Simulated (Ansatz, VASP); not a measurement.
BP: VASP beside Ansatz

Contents of INCAR:

```
PREC     = Accurate       # precision mode
ENCUT    = 520            # plane-wave cutoff, eV
EDIFF    = 1E-6           # SCF threshold, eV
ISMEAR   = -1             # smearing method
SIGMA    = 0.02           # smearing width, eV
LREAL    = F              # projectors in reciprocal space
LASPH    = T              # aspherical terms in the spheres
NELM     = 60             # most SCF steps
ALGO     = Normal         # electronic algorithm
ISIF     = 2              # what is computed and relaxed
LWAVE    = F              # write WAVECAR
LCHARG   = F              # write CHGCAR
GGA      = PE             # functional
NBANDS   = 11             # bands
```

File KPOINTS:

```
Automatic mesh
0
Gamma
  10 10 10
```

The input POSCAR:

```
BP
1.0
    0.0000000000      2.2683156689      2.2456325122
    2.2683156689      0.0000000000      2.2456325122
    2.2683156689      2.2683156689      0.0000000000
B P
1 1
Direct
    0.0000000000      0.0000000000      0.0000000000
    0.2500000000      0.2500000000      0.2500000000
```

Input for Ansatz:

```yaml
crystal:
  lattice:
    - [0.0, 2.2683156689, 2.2456325122]
    - [2.2683156689, 0.0, 2.2456325122]
    - [2.2683156689, 2.2683156689, 0.0]
  atoms:
    - { symbol: B, position: [0.0, 0.0, 0.0] }
    - { symbol: P, position: [0.25, 0.25, 0.25] }
kpoints:
  mp_grid: { grid: [10, 10, 10] }
  band_path:
    path:
      - [0.0, 0.0, 0.0]
      - [-0.5, -0.5, 0.0]
      - [-0.375, -0.375, 0.25]
      - [-0.375, 0.0, 0.375]
      - [0.0, 0.0, 0.5]
      - [-0.5, -0.25, 0.25]
      - [0.414062, 0.414062, 0.0]
    npoints: 1
hamiltonian:
  xc: pbe
scf:
  occupations: { method: fermi_dirac, width: 0.02 }
  n_extra_bands: 4
output:
  forces: true
  stress: true
  eigenvalues: true
  write_density: true
  write_potential: true
  elf: true
  volumetric_format: npy
```

Change from the starting cell: uniaxial_z strain -1.0%.

Alike in both runs: task single point; functional PBE; k mesh 10 × 10 × 10; occupations fermi-dirac, width 0.02 eV; no spin polarisation.

|  | VASP | Ansatz |
| --- | --- | --- |
| version | VASP 6.6.1 | Ansatz 0.2.0 |
| potentials or method | VASP PAW PBE potentials, release 64 (B, P) | plane waves, PAW |
| plane-wave cutoff (eV) | 520 | 420 |
| valence electrons in the cell | 8 | 8 |

```csv
,VASP,Ansatz,Ansatz less VASP
gap on the k mesh at the Fermi level (eV),1.07,1.08,+0.004
pressure (GPa),2.7,3.0,+0.25
"traceless stress, the component that is largest in VASP (GPa)",1.79,1.78,-0.003
```

With one functional, cell and mesh, what is left measures potentials, basis and numerics.
